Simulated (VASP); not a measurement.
# Bi2Se3 in VASP: further runs

Runs on Bi2Se3. Level: PBEsol. Tasks: electric field gradients.

Everything below comes from runs of VASP 6.6.1. Logs are shortened: lines on timing, memory, paths and dates and some standing lists are left out, and cuts for length are marked.

### Step 1. The cell of the first run

The typed cell holds 5 atoms: a = 9.875 Å, b = 9.830 Å, c = 9.817 Å, α = 24.24°, β = 24.40°, γ = 24.27°.

### Step 2. Electric field gradients, PBEsol (equal xy, yz and zx shear strains of +1 %)

The input, INCAR:

```
SYSTEM = Bi2Se3
ALGO = Normal
EDIFF = 1E-8
ENCUT = 520
GGA = PS
ISIF = 2
ISMEAR = -1
LASPH = .TRUE.
LCHARG = .FALSE.
LEFG = .TRUE.
LREAL = .FALSE.
LWAVE = .FALSE.
NBANDS = 32
NELM = 100
PREC = Accurate
SIGMA = 0.03
```

The input, KPOINTS:

```
k-points
0
G
  6 6 6
  0 0 0
```

The input, POSCAR:

```
Bi2Se3
1.0
    2.1252058502      1.2540648231      9.5616673999
   -2.0177927434      1.2333498301      9.5409524069
    0.0357668432     -2.3442347033      9.5333701932
Bi Se
2 3
Direct
    0.4008000000      0.4008000000      0.4008000000
    0.5992000000      0.5992000000      0.5992000000
    0.0000000000      0.0000000000      0.0000000000
    0.2117000000      0.2117000000      0.2117000000
    0.7883000000      0.7883000000      0.7883000000
```

Potentials or basis: VASP PAW PBE potentials, release 64 (Bi_d, Se).

On the command line:

```
cat potpaw_PBE.64/Bi_d/POTCAR potpaw_PBE.64/Se/POTCAR > POTCAR
mpirun -np 1 vasp_std > vasp.out
```

OUTCAR:

```text
SYSTEM = Bi2Se3
   EDIFF = 1E-8
   ENCUT = 520
   GGA = PS
   ISIF = 2
   ISMEAR = -1
   LASPH = .TRUE.
   LREAL = .FALSE.
   NELM = 100
   PREC = Accurate

 ion  position               nearest neighbor table
   1  0.401  0.401  0.401-   5 2.84   5 2.85   5 2.86   3 3.06   3 3.07   3 3.09
   2  0.599  0.599  0.599-   4 2.84   4 2.85   4 2.86   3 3.06   3 3.07   3 3.09
   3  0.000  0.000  0.000-   2 3.06   1 3.06   1 3.07   2 3.07   2 3.09   1 3.09
   4  0.212  0.212  0.212-   2 2.84   2 2.85   2 2.86
   5  0.788  0.788  0.788-   1 2.84   1 2.85   1 2.86

  LATTYP: Found a triclinic cell.
 ALAT       =     4.1250788549
 B/A-ratio  =     1.0043692043
 C/A-ratio  =     2.3799366833
 COS(alpha) =     0.0073044324
 COS(beta)  =     0.2071197061
 COS(gamma) =     0.4934652004

  Lattice vectors:

 A1 = (   2.0535595866,  -3.5775845334,  -0.0075822137)
 A2 = (   4.1429985936,   0.0207149930,   0.0207149930)
 A3 = (   0.0357668432,  -2.3442347033,   9.5333701932)

Analysis of symmetry for initial positions (statically):
=====================================================================
 Subroutine PRICEL returns:
 Original cell was already a primitive cell.

 Routine SETGRP: Setting up the symmetry group for a
 triclinic supercell.

 Subroutine GETGRP returns: Found  2 space group operations
 (whereof  2 operations were pure point group operations)
 out of a pool of  2 trial point group operations.

The static configuration has the point symmetry S_2 .

Analysis of symmetry for dynamics (positions and initial velocities):
=====================================================================
 Subroutine PRICEL returns:
 Original cell was already a primitive cell.

 Routine SETGRP: Setting up the symmetry group for a
 triclinic supercell.

 Subroutine GETGRP returns: Found  2 space group operations
 (whereof  2 operations were pure point group operations)
 out of a pool of  2 trial point group operations.

The dynamic configuration has the point symmetry S_2 .

 Subroutine INISYM returns: Found  2 space group operations
 (whereof  2 operations are pure point group operations),
 and found     1 'primitive' translations

----------------------------------------------------------------------------------------

                                     Primitive cell

  volume of cell :     141.8792

  direct lattice vectors                    reciprocal lattice vectors
     2.125205850  1.254064823  9.561667400     0.240515987  0.137987929  0.033028571
    -2.017792743  1.233349830  9.540952407    -0.242250170  0.140389751  0.035430393
     0.035766843 -2.344234703  9.533370193     0.001212947 -0.278898916  0.036309520

  length of vectors
     9.874951238  9.829669994  9.817426488     0.279248088  0.282222855  0.281255147

  position of ions in fractional coordinates (direct lattice)
     0.400800000  0.400800000  0.400800000
     0.599200000  0.599200000  0.599200000
     0.000000000  0.000000000  0.000000000
     0.211700000  0.211700000  0.211700000
     0.788300000  0.788300000  0.788300000

  ion indices of the primitive-cell ions
   primitive index   ion index
                 1           1
                 2           2
                 3           3
                 4           4
                 5           5

----------------------------------------------------------------------------------------

 KPOINTS: k-points

Automatic generation of k-mesh.
 Grid dimensions read from file:
[... 44 lines left out ...]
  0.333333 -0.000000  0.166667      2.000000
  0.500000  0.000000  0.166667      2.000000
 [... further k-points ...]
   k-points           NKPTS =    112   k-points in BZ     NKDIM =    112   number of bands    NBANDS=     32
   number of dos      NEDOS =    301   number of ions     NIONS =      5
   total plane-waves  NPLWV = 512000
   dimension x,y,z NGX =    80 NGY =   80 NGZ =   80
   dimension x,y,z NGXF=   160 NGYF=  160 NGZF=  160
   ions per type =               2   3
   NGX,Y,Z   is equivalent  to a cutoff of  13.47, 13.53, 13.55 a.u.
   NGXF,Y,Z  is equivalent  to a cutoff of  26.94, 27.06, 27.09 a.u.
 SYSTEM =  Bi2Se3
   PREC   = accura    normal or accurate (medium, high low for compatibility)
   ISTART =      0    job   : 0-new  1-cont  2-samecut
   ICHARG =      2    charge: 1-file 2-atom 10-const
   ISPIN  =      1    spin polarized calculation?
   LNONCOLLINEAR =      F non collinear calculations
   LSORBIT =      F    spin-orbit coupling
   LASPH  =      T    aspherical Exc in radial PAW
   ENCUT  =  520.0 eV  38.22 Ry    6.18 a.u.  18.36 18.28 18.25*2*pi/ulx,y,z
   NELM   =    100;   NELMIN=  2; NELMDL= -5     # of ELM steps
   EDIFF  = 0.1E-07   stopping-criterion for ELM
   LREAL  =      F    real-space projection
   EDIFFG = 0.1E-06   stopping-criterion for IOM
   NSW    =      0    number of steps for IOM
   IBRION =     -1    ionic relax: 0-MD 1-quasi-New 2-CG
   NFREE  =      0    steps in history (QN), initial steepest desc. (CG)
   ISIF   =      2    stress and relaxation
   ISYM   =      2    0-nonsym 1-usesym 2-fastsym
   POTIM  = 0.5000    time-step for ionic-motion
   TEBEG  =    0.0;   TEEND  =   0.0 temperature during run
   PSTRESS=    0.0 pullay stress
   NELECT =      48.0000    total number of electrons
   NUPDOWN=      -1.0000    fix difference up-down
   EMIN   =  10.00;   EMAX   =-10.00  energy-range for DOS
   EFERMI =   0.00;   METHOD = LEGACY
   ISMEAR =    -1;   SIGMA  =   0.03  broadening in eV -4-tet -1-fermi 0-gaus
   EFERMI_NEDOS =   21; number of points for ismear=-14 and -15
   IALGO  =     38    algorithm
   IMIX   =      4    mixing-type and parameters
     AMIX     =   0.40;   BMIX     =  1.00
     AMIX_MAG =   1.60;   BMIX_MAG =  1.00
  volume/ion in A,a.u.               =      28.38       191.49
  Fermi-wavevector in a.u.,A,eV,Ry     =   1.140729  2.155665 17.704742  1.301262
  Thomas-Fermi vector in A             =   2.277430
   LORBIT       =      0    0 simple, 1 ext, 2 COOP (PROOUT), +10 PAW based schemes
   GGA     = PS    functional components
   LHFCALC =     F    Hartree Fock is set to
   AEXX    =    0.0000 exact exchange contribution
   IVDW    =     0    specifies the selected vdW correction
   LEPSILON=     F    determine dielectric tensor
   LRPA    =     F    only Hartree local field effects (RPA)
 non-spin polarized calculation
  energy-cutoff  :      520.00
  volume of cell :      141.88
 maximum number of plane-waves:      3851
 NGX is ok and might be reduce to    80
   NGX = 37   NGY = 37   NGZ = 37

 number of electron      47.9999997 magnetization

 Free energy of the ion-electron system (eV)
  ---------------------------------------------------
  ext. energy  EPLUGINS =         0.00000000
  ---------------------------------------------------
  free energy    TOTEN  =       -22.04539017 eV

  energy without entropy =      -22.04522109  energy(sigma->0) =      -22.04530563

 E-fermi :   4.8923     XC(G=0):  -9.6817

 val. band max:        4.8225164257   @ k =   0.0000   0.0000   0.0000
 cond. band min:       4.9621668915   @ k =   0.0000   0.0000   0.0000
 fundamental gap:      0.1396504658
 Fermi energy:         4.8923403184

 k-point     1 :       0.0000    0.0000    0.0000
  band No.  band energies     occupation
      1     -18.2063      2.00000
      2     -18.2046      2.00000
      3     -18.2040      2.00000
      4     -18.2022      2.00000
      5     -18.1943      2.00000
      6     -18.1918      2.00000
[... 829 lines left out ...]
     31       9.7803      0.00000
     32      10.6034      0.00000

 [... further k-points ...]
[... 5 lines left out ...]
  --------------------------------------------------------------------------------------
  -------------------------------------------------------------------------------------
  Total       -0.0200151     -0.5144102     -0.2276631     -0.0847255     -0.5108642     -0.2678547
  in kB       -0.2260213     -5.8090008     -2.5708963     -0.9567670     -5.7689579     -3.0247616
  external PRESSURE =      -2.8686394 kB  Pullay stress =       0.0000000 kB

 VOLUME and BASIS-vectors are now :
 -----------------------------------------------------------------------------
  energy-cutoff  :      520.00
  volume of cell :      141.88
      direct lattice vectors                 reciprocal lattice vectors
     2.125205850  1.254064823  9.561667400     0.240515987  0.137987929  0.033028571
    -2.017792743  1.233349830  9.540952407    -0.242250170  0.140389751  0.035430393
     0.035766843 -2.344234703  9.533370193     0.001212947 -0.278898916  0.036309520

 POSITION                                       TOTAL-FORCE (eV/Angst)
 -----------------------------------------------------------------------------------
      0.05739      0.05739     11.47730         0.017965      0.033934     -0.190617
      0.08579      0.08579     17.15869        -0.017965     -0.033934      0.190617
      0.00000      0.00000      0.00000         0.000000     -0.000000     -0.000000
      0.03031      0.03031      6.06224         0.041810      0.079688     -0.098279
      0.11287      0.11287     22.57375        -0.041810     -0.079688      0.098279
 -----------------------------------------------------------------------------------
    total drift:                                0.000000      0.000000     -0.000000

  FREE ENERGIE OF THE ION-ELECTRON SYSTEM (eV)
  ---------------------------------------------------
  free  energy   TOTEN  =       -22.0453901734 eV

  energy  without entropy=      -22.0452210939  energy(sigma->0) =      -22.04530563

 Electric field gradients (V/A^2)
---------------------------------------------------------------------
 ion       V_xx      V_yy      V_zz      V_xy      V_xz      V_yz
---------------------------------------------------------------------
   1     -13.186     9.371     3.814    -1.102     5.491    17.688
   2     -13.186     9.371     3.814    -1.102     5.491    17.688
   3     -36.167   -36.596    72.763     4.763     3.154     3.411
   4       6.021     6.898   -12.919     2.907     4.461     4.494
   5       6.021     6.898   -12.919     2.907     4.461     4.494
---------------------------------------------------------------------

 Electric field gradients after diagonalization (V/A^2)
 (convention: |V_zz| > |V_xx| > |V_yy|)
----------------------------------------------------------------------
 ion       V_xx      V_yy      V_zz     asymmetry (V_yy - V_xx)/ V_zz
----------------------------------------------------------------------
   1     -17.334    -7.364    24.698       0.404
   2     -17.334    -7.364    24.698       0.404
   3     -41.150   -31.819    72.969       0.128
   4      11.064     3.528   -14.593       0.516
   5      11.064     3.528   -14.593       0.516
----------------------------------------------------------------------

           NMR quadrupolar parameters

 Cq : quadrupolar parameter    Cq=e*Q*V_zz/h
 eta: asymmetry parameters     (V_yy - V_xx)/ V_zz
 Q  : nuclear electric quadrupole moment in mb (millibarn)
----------------------------------------------------------------------
 ion       Cq(MHz)       eta       Q (mb)
----------------------------------------------------------------------
   1       0.060       0.404       1.000
   2       0.060       0.404       1.000
   3       0.176       0.128       1.000
   4      -0.035       0.516       1.000
   5      -0.035       0.516       1.000
----------------------------------------------------------------------
```

It took 55 min on 1 thread of Intel Xeon Platinum 8259CL at 2.50GHz (Skylake/Cascade Lake), shared host; peak memory 1.2 GiB.

Results:

```
Free energy                             : -22.0454 eV
Pressure                                : -0.3 GPa
Largest force                           : 0.194 eV/Å
Band gap on the k mesh                  : 0.14 eV
Largest electric field gradient by atom : Bi +24.7; Se +73.0, -14.6 (each value once) V/Å²
```

Forces in eV/Å, atoms in the order of the input:
```
Bi   0.018  0.034 -0.191
Bi  -0.018 -0.034  0.191
Se   0.000  0.000  0.000
Se   0.042  0.080 -0.098
Se  -0.042 -0.080  0.098
```

Electric field gradients, principal values (V/Å²):
```csv
atom,least,middle,greatest (by size)
1 Bi,-7.364,-17.334,24.698
2 Bi,-7.364,-17.334,24.698
3 Se,-31.819,-41.150,72.969
4 Se,3.528,11.064,-14.593
5 Se,3.528,11.064,-14.593
```

Caveat: the cell differs from its parent crystal (equal xy, yz and zx shear strains of +1 %); without QUAD_EFG the Cq values of the log hold for a quadrupole moment of 1 mb, not for the nuclei; the PAW data sets were made with another functional, which shifts forces and pressure a little; spin-orbit coupling is left out, which moves the levels of the heavy elements. A k mesh can miss the band edges.

### Step 3. Electric field gradients, PBEsol (27.24 Å³/atom)

This run uses another cell than the first one, of 27.24 Å³/atom.

The input, INCAR:

```
ALGO = Normal ; EDIFF = 1E-8
ENCUT = 520 ; GGA = PS
ISIF = 2 ; ISMEAR = -1
LASPH = T ; LCHARG = F
LEFG = T ; LREAL = F
LWAVE = F ; NBANDS = 32
NELM = 100 ; PREC = Accurate
SIGMA = 0.03
```

The input, KPOINTS:

```
k-points
0
Gamma
  6 6 6
```

Changes to POSCAR since step 2:

```diff
@@ -2,5 +2,5 @@
 1.0
-    2.1252058502      1.2540648231      9.5616673999
-   -2.0177927434      1.2333498301      9.5409524069
-    0.0357668432     -2.3442347033      9.5333701932
+    2.0435026311      1.1798167941      9.4163232398
+   -2.0435026311      1.1798167941      9.4163232398
+    0.0000000000     -2.3596335883      9.4163232398
 Bi Se
```

Potentials or basis: VASP PAW PBE potentials, release 64 (Bi_d, Se).

On the command line:

```
cat potpaw_PBE.64/Bi_d/POTCAR potpaw_PBE.64/Se/POTCAR > POTCAR
mpirun -np 1 vasp_std > vasp.out
```

OUTCAR:

```text
EDIFF = 1E-8
   ENCUT = 520
   GGA = PS
   ISIF = 2
   ISMEAR = -1
   LASPH = T
   LREAL = F
   NELM = 100
   PREC = Accurate

 ion  position               nearest neighbor table
   1  0.401  0.401  0.401-   5 2.81   5 2.81   5 2.81   3 3.03   3 3.03   3 3.03
   2  0.599  0.599  0.599-   4 2.81   4 2.81   4 2.81   3 3.03   3 3.03   3 3.03
   3  0.000  0.000  0.000-   2 3.03   1 3.03   2 3.03   2 3.03   1 3.03   1 3.03
   4  0.212  0.212  0.212-   2 2.81   2 2.81   2 2.81
   5  0.788  0.788  0.788-   1 2.81   1 2.81   1 2.81

  LATTYP: Found a trigonal (rhomboedric) cell.
 ALAT       =     9.7074720719
 COS(alpha) =     0.9113725817

  Lattice vectors:

 A1 = (   2.0435026311,   1.1798167941,   9.4163232398)
 A2 = (  -2.0435026311,   1.1798167941,   9.4163232398)
 A3 = (   0.0000000000,  -2.3596335883,   9.4163232398)

Analysis of symmetry for initial positions (statically):
=====================================================================
 Subroutine PRICEL returns:
 Original cell was already a primitive cell.

 Routine SETGRP: Setting up the symmetry group for a
 trigonal (rhombohedral) supercell.

 Subroutine GETGRP returns: Found 12 space group operations
 (whereof 12 operations were pure point group operations)
 out of a pool of 12 trial point group operations.

The static configuration has the point symmetry D_3d.

Analysis of symmetry for dynamics (positions and initial velocities):
=====================================================================
 Subroutine PRICEL returns:
 Original cell was already a primitive cell.

[... 1014 lines left out ...]
  -------------------------------------------------------------------------------------
  Total        2.1343791      2.1343791      2.1240981      0.0000000     -0.0000000      0.0000000
  in kB       25.1049728     25.1049728     24.9840460      0.0000000     -0.0000000      0.0000000
  external PRESSURE =      25.0646639 kB  Pullay stress =       0.0000000 kB

 VOLUME and BASIS-vectors are now :
 -----------------------------------------------------------------------------
  energy-cutoff  :      520.00
  volume of cell :      136.21
      direct lattice vectors                 reciprocal lattice vectors
     2.043502631  1.179816794  9.416323240     0.244677933  0.141264871  0.035399521
    -2.043502631  1.179816794  9.416323240    -0.244677933  0.141264871  0.035399521
     0.000000000 -2.359633588  9.416323240     0.000000000 -0.282529741  0.035399521

 POSITION                                       TOTAL-FORCE (eV/Angst)
 -----------------------------------------------------------------------------------
      0.00000     -0.00000     11.32219         0.000000      0.000000     -0.324098
      0.00000     -0.00000     16.92678         0.000000     -0.000000      0.324098
      0.00000      0.00000      0.00000         0.000000      0.000000     -0.000000
      0.00000     -0.00000      5.98031         0.000000      0.000000     -0.433854
      0.00000     -0.00000     22.26866         0.000000     -0.000000      0.433854
 -----------------------------------------------------------------------------------
    total drift:                                0.000000      0.000000      0.000000

  FREE ENERGIE OF THE ION-ELECTRON SYSTEM (eV)
  ---------------------------------------------------
  free  energy   TOTEN  =       -22.0109304027 eV

  energy  without entropy=      -22.0106982613  energy(sigma->0) =      -22.01081433

 Electric field gradients (V/A^2)
---------------------------------------------------------------------
 ion       V_xx      V_yy      V_zz      V_xy      V_xz      V_yz
---------------------------------------------------------------------
   1      -1.595    -1.595     3.190    -0.000     0.000     0.000
   2      -1.595    -1.595     3.190     0.000     0.000     0.000
   3     -36.551   -36.551    73.103    -0.000    -0.000     0.000
   4       6.980     6.980   -13.961     0.000    -0.000     0.000
   5       6.980     6.980   -13.961     0.000    -0.000     0.000
---------------------------------------------------------------------

 Electric field gradients after diagonalization (V/A^2)
 (convention: |V_zz| > |V_xx| > |V_yy|)
----------------------------------------------------------------------
 ion       V_xx      V_yy      V_zz     asymmetry (V_yy - V_xx)/ V_zz
----------------------------------------------------------------------
   1      -1.595    -1.595     3.190       0.000
   2      -1.595    -1.595     3.190       0.000
   3     -36.551   -36.551    73.103       0.000
   4       6.980     6.980   -13.961       0.000
   5       6.980     6.980   -13.961       0.000
----------------------------------------------------------------------

           NMR quadrupolar parameters

 Cq : quadrupolar parameter    Cq=e*Q*V_zz/h
 eta: asymmetry parameters     (V_yy - V_xx)/ V_zz
 Q  : nuclear electric quadrupole moment in mb (millibarn)
----------------------------------------------------------------------
 ion       Cq(MHz)       eta       Q (mb)
----------------------------------------------------------------------
   1       0.008       0.000       1.000
   2       0.008       0.000       1.000
   3       0.177       0.000       1.000
   4      -0.034       0.000       1.000
   5      -0.034       0.000       1.000
----------------------------------------------------------------------
```

Wall time 8.7 min (1 thread of AMD EPYC 9R45 (Zen 5), shared host); peak memory 0.72 GiB.

What came out:

```
Free energy                             : -22.0109 eV
Pressure                                : 2.5 GPa
Largest force                           : 0.434 eV/Å
Band gap on the k mesh                  : 0.11 eV
Largest electric field gradient by atom : Bi +3.2; Se +73.1, -14.0 (each value once) V/Å²
```

Forces on the atoms (eV/Å):
```
Bi   0.000  0.000 -0.324
Bi   0.000  0.000  0.324
Se   0.000  0.000  0.000
Se   0.000  0.000 -0.434
Se   0.000  0.000  0.434
```

Levels at points of the mesh, in eV from the valence-band top:
| k point | band 21 | band 22 | band 23 | band 24 | band 25 | band 26 | band 27 | band 28 |
| --- | --- | --- | --- | --- | --- | --- | --- | --- |
| (0.00, 0.00, 0.00) | -2.01 | -1.32 | -1.32 | 0.00 | 0.11 | 1.32 | 1.32 | 2.06 |
| (0.50, 0.00, 0.00) | -3.22 | -2.34 | -1.35 | -0.60 | 0.73 | 1.87 | 2.86 | 3.21 |
| (0.50, 0.50, 0.00) | -2.05 | -2.03 | -1.79 | -1.08 | 1.23 | 1.87 | 2.61 | 3.01 |
| (0.50, 0.50, 0.50) | -1.62 | -1.51 | -1.51 | -0.48 | 0.53 | 1.65 | 1.65 | 2.05 |

Electric field gradients, principal values (V/Å²):
| atom | least | middle | greatest (by size) |
| --- | --- | --- | --- |
| 1 Bi | -1.595 | -1.595 | 3.190 |
| 2 Bi | -1.595 | -1.595 | 3.190 |
| 3 Se | -36.551 | -36.551 | 73.103 |
| 4 Se | 6.980 | 6.980 | -13.961 |
| 5 Se | 6.980 | 6.980 | -13.961 |

Caveat: without QUAD_EFG the Cq values of the log hold for a quadrupole moment of 1 mb, not for the nuclei; the PAW data sets were made with another functional, which shifts forces and pressure a little; spin-orbit coupling is left out, which moves the levels of the heavy elements.

(Continued in part 2 of 2.)
